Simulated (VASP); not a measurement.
A run of VASP 6.6.1:

File INCAR:

```
SYSTEM = YNb2
PREC     = Accurate       ! precision mode
ENCUT    = 520            ! plane-wave cutoff, eV
EDIFF    = 1E-6           ! SCF threshold, eV
ISMEAR   = 0              ! smearing method
SIGMA    = 0.1            ! smearing width, eV
LREAL    = .FALSE.        ! projectors in reciprocal space
LASPH    = .TRUE.         ! aspherical terms in the spheres
NELM     = 80             ! most SCF steps
ALGO     = Fast           ! electronic algorithm
ISIF     = 2              ! what is computed and relaxed
LWAVE    = .FALSE.        ! write WAVECAR
LCHARG   = .TRUE.         ! write CHGCAR
GGA      = PE             ! functional
LELF     = .TRUE.         ! ELF
LVHAR    = .TRUE.       
NBANDS   = 26             ! bands
```

The input KPOINTS:

```
regular mesh
0
G
  6 6 6
  0 0 0
```

POSCAR

```
YNb2
1.0
   -1.7520846319      1.7520846319      5.4663882860
    1.7520846319     -1.7520846319      5.4663882860
    1.7520846319      1.7520846319     -5.4663882860
Y Nb
1 2
Direct
    0.0000000000      0.0000000000      0.0000000000
    0.6958776569      0.6958776569      0.0000000000
    0.3041223431      0.3041223431      0.0000000000
```

Potentials or basis: VASP PAW PBE potentials, release 64 (Y_sv, Nb_sv).

Command:

```sh
$ cat potpaw_PBE.64/Y_sv/POTCAR potpaw_PBE.64/Nb_sv/POTCAR > POTCAR
$ mpirun -np 1 vasp_std > vasp.out
```

Hardware: 1 thread of Intel(R) Xeon(R) Platinum 8259CL CPU @ 2.50GHz (Skylake/Cascade Lake) (shared host).

Question: Estimate the wall time of this run.

Answer: Run time: 7.1 min on 1 thread of Intel(R) Xeon(R) Platinum 8259CL CPU @ 2.50GHz (Skylake/Cascade Lake), with other jobs on the host, peak memory 0.38 GiB. Counts: scf iterations 32, k points 30.
